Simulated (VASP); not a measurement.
# NiO (F-43m) in VASP: single point with r2SCAN

Aim: the single point of NiO with r2SCAN.

All numbers are computed with VASP 6.6.1; they aren't measurements. Logs are shortened: lines on timing, memory, paths and dates and some standing lists are left out, and cuts for length are marked.

### 1 The cell of the first run

The structure is cubic, space group F-43m (No. 216). Conventional cell: a = 4.567 Å, b = 4.567 Å, c = 4.567 Å, α = 90.00°, β = 90.00°, γ = 90.00°. Ni (site symmetry -43m) has 4 O at 1.98 Å within 2.6 Å. Within 2.6 Å of O (site symmetry -43m) lie 4 Ni at 1.98 Å.

### 2 Single point, r2SCAN, collinear spin, ferromagnetic start

Contents of POSCAR:

```
NiO
1.0
    0.0000000000      2.2835484600      2.2835484600
    2.2835484600      0.0000000000      2.2835484600
    2.2835484600      2.2835484600      0.0000000000
Ni O
1 1
Direct
    0.0000000000      0.0000000000      0.0000000000
    0.2500000000      0.2500000000      0.2500000000
```

Contents of INCAR.step1:

```
ALGO = Normal
EDIFF = 1E-4
ENCUT = 520
GGA = PE
ISMEAR = 0
ISPIN = 2
LASPH = True
LCHARG = False
LMAXMIX = 4
LREAL = False
LWAVE = True
MAGMOM = 1.75 0.4
NBANDS = 19
NELM = 150
PREC = Accurate
SIGMA = 0.05
```

Contents of INCAR.step2:

```
ALGO = Normal
EDIFF = 1E-6
ENCUT = 520
ISIF = 2
ISMEAR = 0
ISPIN = 2
ISTART = 1
LASPH = True
LCHARG = False
LMAXMIX = 4
LMIXTAU = True
LORBIT = 11
LREAL = False
LWAVE = False
MAGMOM = 1.75 0.4
METAGGA = R2SCAN
NBANDS = 19
NELM = 150
PREC = Accurate
SIGMA = 0.05
```

Contents of KPOINTS:

```
k-points
0
Gamma
  7 7 7
```

Potentials or basis: VASP PAW PBE potentials, release 64 (Ni, O).

Started as:

```console
$ cat potpaw_PBE.64/Ni/POTCAR potpaw_PBE.64/O/POTCAR > POTCAR
$ cp INCAR.step1 INCAR
$ mpirun -np 1 vasp_std > vasp.out
$ cp INCAR.step2 INCAR
$ mpirun -np 1 vasp_std > vasp.out
```

OUTCAR:

```text
EDIFF = 1E-6
   ENCUT = 520
   ISIF = 2
   ISMEAR = 0
   ISPIN = 2
   ISTART = 1
   LASPH = True
   LORBIT = 11
   LREAL = False
   METAGGA = R2SCAN
   NELM = 150
   PREC = Accurate

 ion  position               nearest neighbor table
   1  0.000  0.000  0.000-   2 1.98   2 1.98   2 1.98   2 1.98
   2  0.250  0.250  0.250-   1 1.98   1 1.98   1 1.98   1 1.98

  LATTYP: Found a face centered cubic cell.
 ALAT       =     4.5670969200

  Lattice vectors:

 A1 = (   0.0000000000,   2.2835484600,   2.2835484600)
 A2 = (   2.2835484600,   0.0000000000,   2.2835484600)
 A3 = (   2.2835484600,   2.2835484600,   0.0000000000)

Analysis of symmetry for initial positions (statically):
=====================================================================
 Subroutine PRICEL returns:
 Original cell was already a primitive cell.

 Routine SETGRP: Setting up the symmetry group for a
 face centered cubic supercell.

 Subroutine GETGRP returns: Found 24 space group operations
 (whereof 24 operations were pure point group operations)
 out of a pool of 48 trial point group operations.

The static configuration has the point symmetry T_d .

Analysis of symmetry for dynamics (positions and initial velocities):
=====================================================================
 Subroutine PRICEL returns:
 Original cell was already a primitive cell.

 Routine SETGRP: Setting up the symmetry group for a
 face centered cubic supercell.

 Subroutine GETGRP returns: Found 24 space group operations
 (whereof 24 operations were pure point group operations)
 out of a pool of 48 trial point group operations.

The dynamic configuration has the point symmetry T_d .

Analysis of structural, dynamic, and magnetic symmetry:
=====================================================================
 Subroutine PRICEL returns:
 Original cell was already a primitive cell.

 Routine SETGRP: Setting up the symmetry group for a
 face centered cubic supercell.

 Subroutine GETGRP returns: Found 24 space group operations
 (whereof 24 operations were pure point group operations)
 out of a pool of 48 trial point group operations.

The overall configuration has the point symmetry T_d .

 Subroutine INISYM returns: Found 24 space group operations
 (whereof 24 operations are pure point group operations),
 and found     1 'primitive' translations

----------------------------------------------------------------------------------------

                                     Primitive cell
[... 109 lines left out ...]
  Thomas-Fermi vector in A             =   2.553296
   LORBIT       =     11    0 simple, 1 ext, 2 COOP (PROOUT), +10 PAW based schemes
   METAGGA = R2SCAN    functional components
   LHFCALC =     F    Hartree Fock is set to
   AEXX    =    0.0000 exact exchange contribution
   IVDW    =     0    specifies the selected vdW correction
   LEPSILON=     F    determine dielectric tensor
   LRPA    =     F    only Hartree local field effects (RPA)
 spin polarized calculation
 Gauss-broadening in eV      SIGMA  =   0.05
  energy-cutoff  :      520.00
  volume of cell :       23.82
 maximum number of plane-waves:       654
   NGX = 13   NGY = 13   NGZ = 13

 number of electron      15.9999998 magnetization       1.9999482

 Free energy of the ion-electron system (eV)
  ---------------------------------------------------
  ext. energy  EPLUGINS =         0.00000000
  ---------------------------------------------------
  free energy    TOTEN  =       -19.53099128 eV

  energy without entropy =      -19.52798012  energy(sigma->0) =      -19.52948570

 E-fermi :   5.1202     XC(G=0): -11.5915

 val. band max:        5.0915261162   @ k =   0.4286   0.2857   0.1429
 cond. band min:       5.1288266736   @ k =  -0.2857   0.2857   0.0000
 fundamental gap:      0.0373005574
 Fermi energy:         5.1201624225

 spin component 1

 k-point     1 :       0.0000    0.0000    0.0000
  band No.  band energies     occupation
      1     -15.9123      1.00000
      2      -1.3579      1.00000
      3      -1.3578      1.00000
      4      -1.3578      1.00000
      5       1.9872      1.00000
      6       1.9872      1.00000
[... 416 lines left out ...]
      5       1.1882      1.00000
      6       1.7062      1.00000
[... 11 lines left out ...]
     18      33.3114      0.00000
     19      34.2706      0.00000
 Fermi energy:         5.1201624225

 spin component 2

 k-point     1 :       0.0000    0.0000    0.0000
  band No.  band energies     occupation
      1     -15.1819      1.00000
      2       0.1179      1.00000
      3       0.1180      1.00000
      4       0.1180      1.00000
      5       3.1109      1.00000
      6       3.1113      1.00000
[... 417 lines left out ...]
      6       3.5109      1.00000
[... 11 lines left out ...]
     18      33.7980      0.00000
     19      34.5411      0.00000

------------------------ aborting loop because EDIFF is reached ----------------------------------------

  FORCE on cell =-STRESS in cart. coord.  units (eV):
  Direction    XX          YY          ZZ          XY          YZ          ZX
  --------------------------------------------------------------------------------------
  -------------------------------------------------------------------------------------
  Total       -1.8094348     -1.8094348     -1.8094348     -0.0000000     -0.0000000      0.0000000
  in kB     -121.7286594   -121.7286594   -121.7286594     -0.0000000     -0.0000000      0.0000000
  external PRESSURE =    -121.7286594 kB  Pullay stress =       0.0000000 kB

 VOLUME and BASIS-vectors are now :
 -----------------------------------------------------------------------------
  energy-cutoff  :      520.00
  volume of cell :       23.82
      direct lattice vectors                 reciprocal lattice vectors
     0.000000000  2.283548460  2.283548460    -0.218957473  0.218957473  0.218957473
     2.283548460  0.000000000  2.283548460     0.218957473 -0.218957473  0.218957473
     2.283548460  2.283548460  0.000000000     0.218957473  0.218957473 -0.218957473

 POSITION                                       TOTAL-FORCE (eV/Angst)
 -----------------------------------------------------------------------------------
      0.00000      0.00000      0.00000         0.000000      0.000000      0.000000
      1.14177      1.14177      1.14177        -0.000000     -0.000000     -0.000000
 -----------------------------------------------------------------------------------
    total drift:                               -0.000001     -0.000001     -0.000001

  FREE ENERGIE OF THE ION-ELECTRON SYSTEM (eV)
  ---------------------------------------------------
  free  energy   TOTEN  =       -19.5309912805 eV

  energy  without entropy=      -19.5279801236  energy(sigma->0) =      -19.52948570

 total charge

# of ion       s       p       d       tot
------------------------------------------
    1        0.362   0.440   8.179   8.981
    2        1.557   3.429   0.000   4.986
--------------------------------------------------
tot          1.919   3.869   8.179  13.967

 magnetization (x)

# of ion       s       p       d       tot
------------------------------------------
    1       -0.002   0.027   1.585   1.610
    2        0.018   0.342   0.000   0.360
--------------------------------------------------
tot          0.016   0.369   1.585   1.970
```

OUTCAR.step1:

```text
EDIFF = 1E-4
   ENCUT = 520
   GGA = PE
   ISMEAR = 0
   ISPIN = 2
[... 1113 lines left out ...]
 -----------------------------------------------------------------------------------
      0.00000      0.00000      0.00000        -0.000000     -0.000000     -0.000000
      1.14177      1.14177      1.14177         0.000000      0.000000      0.000000
 -----------------------------------------------------------------------------------
    total drift:                                0.000001      0.000001      0.000001

  FREE ENERGIE OF THE ION-ELECTRON SYSTEM (eV)
  ---------------------------------------------------
  free  energy   TOTEN  =       -11.5651478630 eV

  energy  without entropy=      -11.5627615835  energy(sigma->0) =      -11.56395472
```

OSZICAR.step1:

```text
N       E                     dE             d eps       ncg     rms          rms(c)
DAV:   1     0.901778314208E+02    0.90178E+02   -0.73597E+03  1560   0.974E+02
DAV:   2    -0.792168245315E+01   -0.98100E+02   -0.84751E+02  1554   0.228E+02
DAV:   3    -0.144739562650E+02   -0.65523E+01   -0.63405E+01  1778   0.612E+01
DAV:   4    -0.145468368290E+02   -0.72881E-01   -0.72814E-01  1685   0.629E+00
DAV:   5    -0.145482147214E+02   -0.13779E-02   -0.13778E-02  1670   0.873E-01    0.162E+01
DAV:   6    -0.140626956212E+02    0.48552E+00   -0.23114E+01  1784   0.742E+01    0.251E+01
DAV:   7    -0.115993636351E+02    0.24633E+01   -0.11686E+01  1797   0.617E+01    0.672E+00
DAV:   8    -0.115778054083E+02    0.21558E-01   -0.41166E-01  1841   0.638E+00    0.343E+00
DAV:   9    -0.115640121147E+02    0.13793E-01   -0.91846E-02  1967   0.481E+00    0.164E+00
DAV:  10    -0.115666772630E+02   -0.26651E-02   -0.13844E-02  1702   0.143E+00    0.590E-01
DAV:  11    -0.115652093547E+02    0.14679E-02   -0.11572E-02  2066   0.179E+00    0.197E-01
DAV:  12    -0.115651825232E+02    0.26831E-04   -0.12096E-03  1666   0.357E-01    0.874E-02
DAV:  13    -0.115651478630E+02    0.34660E-04   -0.27503E-04  1560   0.160E-01
   1 F= -.11565148E+02 E0= -.11563955E+02  d E =-.238628E-02  mag=     1.9817
```

Run time: 32 s. Hardware: 1 thread of Intel Xeon Platinum 8559C (Emerald Rapids), shared host; peak memory 0.16 GiB.

Results:

```
Free energy                                           : -19.5310 eV
Pressure                                              : -12.2 GPa
Band gap on the k mesh                                : zero (filled and empty bands overlap)
Net moment                                            : 2.00 μB per cell
Site moments                                          : Ni +1.61; O +0.36 μB
Valence electrons inside the program's atomic spheres : Ni 8.98; O 4.99
```

Caveat: the PAW data sets were made with another functional, which shifts forces and pressure a little; a cell with one magnetic atom can't hold antiferromagnetic order, which such compounds often take; semilocal functionals often make such compounds metallic where correlation or magnetic order opens a gap, which also shifts bond lengths. With open d or f shells a metallic result of r2SCAN can be an artefact of self-interaction; +U or a hybrid may open a gap.
